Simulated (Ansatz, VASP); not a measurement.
## Two plane-wave programs on CdS

File POSCAR:

```
CdS
1.0
    0.0611356687      2.9392148426      2.9392148426
    2.9392148426      0.0611356687      2.9392148426
    3.0003505114      3.0003505114      0.0000000001
Cd S
1 1
Direct
    0.0045966374      0.0045966374     -0.0045966374
    0.2454033626      0.2454033626      0.2545966374
```

The input INCAR.step1:

```
SYSTEM = CdS
ALGO = Normal
EDIFF = 1E-4
ENCUT = 520
GGA = PE
ISMEAR = 0
LASPH = .TRUE.
LCHARG = .FALSE.
LREAL = .FALSE.
LWAVE = .TRUE.
NBANDS = 16
NELM = 80
PREC = Accurate
SIGMA = 0.01
```

INCAR.step2

```
SYSTEM = CdS
ALGO = Normal
EDIFF = 1E-6
ENCUT = 520
ISIF = 2
ISMEAR = 0
ISTART = 1
LASPH = .TRUE.
LCHARG = .TRUE.
LELF = .TRUE.
LMIXTAU = .TRUE.
LREAL = .FALSE.
LVHAR = .TRUE.
LWAVE = .FALSE.
METAGGA = R2SCAN
NBANDS = 16
NELM = 80
PREC = Accurate
SIGMA = 0.01
```

The input KPOINTS:

```
k-points
0
G
  8 8 8
  0 0 0
```

Input for Ansatz:

```yaml
crystal:
  lattice:
    - [0.0611356687, 2.9392148426, 2.9392148426]
    - [2.9392148426, 0.0611356687, 2.9392148426]
    - [3.0003505114, 3.0003505114, 1.0e-10]
  atoms:
    - { symbol: Cd, position: [0.0045966374, 0.0045966374, -0.0045966374] }
    - { symbol: S, position: [0.2454033626, 0.2454033626, 0.2545966374] }
kpoints:
  mp_grid: { grid: [8, 8, 8] }
  band_path:
    path:
      - [0.0, 0.0, 0.0]
      - [-0.5, -0.5, 0.0]
      - [-0.375, -0.375, 0.25]
      - [-0.375, 0.0, 0.375]
      - [0.0, 0.0, 0.5]
      - [-0.5, -0.25, 0.25]
    npoints: 1
hamiltonian:
  xc: r2scan
scf:
  occupations: { method: fixed }
  n_extra_bands: 4
output:
  forces: true
  stress: true
  eigenvalues: true
  write_density: true
  write_potential: true
  elf: true
  volumetric_format: npy
```

Change from the starting cell: shear_xy strain +4.2%.

Alike in both runs: task single point; functional r2SCAN; k mesh 8 × 8 × 8; no spin polarisation.

|  | VASP | Ansatz |
| --- | --- | --- |
| version | VASP 6.6.1 | Ansatz 0.2.0 |
| potentials or method | VASP PAW PBE potentials, release 64 (Cd, S) | plane waves, PAW |
| plane-wave cutoff (eV) | 520 | 500 |
| occupations | gaussian, width 0.01 eV | fixed |
| valence electrons in the cell | 18 | 26 |

```tsv
	VASP	Ansatz	Ansatz less VASP
gap on the k mesh at the Fermi level (eV)	1.44	1.45	+0.005
pressure (GPa)	0.3	0.0	-0.31
traceless stress, the component that is largest in VASP (GPa)	-1.09	-1.08	+0.008
```

VASP's potentials were made for PBE, not for r2SCAN. VASP's potentials hold 18 valence electrons a cell and Ansatz's 26, so a difference there can come from the potentials and not from the codes.
